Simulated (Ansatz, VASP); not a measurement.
## MgS in VASP and in Ansatz

INCAR

```
PREC = Accurate
ENCUT = 600
EDIFF = 1E-6
ISMEAR = -4
SIGMA = 0.1
LREAL = False
LASPH = True
NELM = 120
ALGO = Normal
ISIF = 2
LWAVE = False
LCHARG = False
GGA = CA
NBANDS = 11
GGA_COMPAT = False
```

Contents of KPOINTS:

```
regular mesh
0
Gamma
  6 6 6
```

Contents of POSCAR:

```
MgS
1.0
    0.0000000000      2.6043975556      2.6043975556
    2.6043975556      0.0000000000      2.6043975556
    2.6043975556      2.6043975556      0.0000000000
Mg S
1 1
Direct
    0.0000000000      0.0000000000      0.0000000000
    0.5000000000      0.5000000000      0.5000000000
```

Input for Ansatz:

```yaml
crystal:
  lattice:
    - [0.0, 2.6043975556, 2.6043975556]
    - [2.6043975556, 0.0, 2.6043975556]
    - [2.6043975556, 2.6043975556, 0.0]
  atoms:
    - { symbol: Mg, position: [0.0, 0.0, 0.0] }
    - { symbol: S, position: [0.5, 0.5, 0.5] }
basis:
  ecutwfc: "19 Ha"
kpoints:
  mp_grid: { grid: [6, 6, 6] }
hamiltonian:
  xc: lda
scf:
  occupations: { method: tetrahedron_uncorrected }
output:
  forces: true
  stress: true
  eigenvalues: true
```

Alike in both runs: task single point; functional LDA; k mesh 6 × 6 × 6; no spin polarisation.

|  | VASP | Ansatz |
| --- | --- | --- |
| version | VASP 6.6.1 | Ansatz 0.2.0 |
| potentials or method | VASP PAW LDA potentials, release 64 (Mg, S), cutoff 600 eV | scalar-relativistic, plane waves, PAW |
| occupations | tetrahedron | tetrahedron-uncorrected |
| valence electrons in the cell | 8 | 16 |

VASP gave:

- gap on the k mesh at the Fermi level (eV): 2.55
- least direct gap on the mesh (eV): 3.47
- pressure (GPa): -4.0

Question: Which values does Ansatz return?

Answer: gap on the k mesh at the Fermi level (eV): 2.55; least direct gap on the mesh (eV): 3.46; pressure (GPa): -3.5.

LDA's correlation is that of Perdew and Zunger in VASP and of Perdew and Wang (1992) in Ansatz. VASP's potentials hold 8 valence electrons a cell and Ansatz's 16, so a difference there can come from the potentials and not from the codes. Ansatz's warnings: band table not solved further.
